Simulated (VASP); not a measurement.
Here is a VASP 6.6.1 calculation.

Contents of INCAR:

```
SYSTEM = ZrAs2S2
PREC     = Accurate       ! precision mode
ENCUT    = 520            ! plane-wave cutoff, eV
EDIFF    = 1E-6           ! SCF threshold, eV
ISMEAR   = 0              ! smearing method
SIGMA    = 0.1            ! smearing width, eV
LREAL    = .False.        ! projectors in reciprocal space
LASPH    = .True.         ! aspherical terms in the spheres
NELM     = 80             ! most SCF steps
ALGO     = Normal         ! electronic algorithm
ISIF     = 2              ! what is computed and relaxed
LWAVE    = .False.        ! write WAVECAR
LCHARG   = .True.         ! write CHGCAR
GGA      = PE             ! functional
IVDW     = 12             ! dispersion correction
LELF     = .True.         ! ELF
LVHAR    = .True.       
NBANDS   = 25             ! bands
```

The input KPOINTS:

```
regular mesh
0
Gamma
  6 6 2
  0 0 0
```

File POSCAR:

```
ZrAs2S2
1.0
    3.7614647600      0.0000000000      0.0000000000
   -1.8807323800      3.2575240400      0.0000000000
    0.0000000000      0.0000000000     10.2737257500
Zr As S
1 2 2
Direct
    0.0000000000      0.0000000000      0.1358116300
    0.0000000000      0.0000000000      0.6977727400
    0.3333333300      0.6666666700      0.5738505300
    0.6666666700      0.3333333300      0.2716232700
    0.3333333300      0.6666666700      0.0000000000
```

Potentials or basis: VASP PAW PBE potentials, release 64 (Zr_sv, As, S).

Run with:

```console
$ cat potpaw_PBE.64/Zr_sv/POTCAR potpaw_PBE.64/As/POTCAR potpaw_PBE.64/S/POTCAR > POTCAR
$ mpirun -np 1 vasp_std > vasp.out
```

(1) What does it give for the band gap on the k mesh?

(2) Predict the dispersion energy per atom.

Results:

(1) zero (bands 17 and 18 overlap by 0.35 eV).

(2) -0.327 eV.
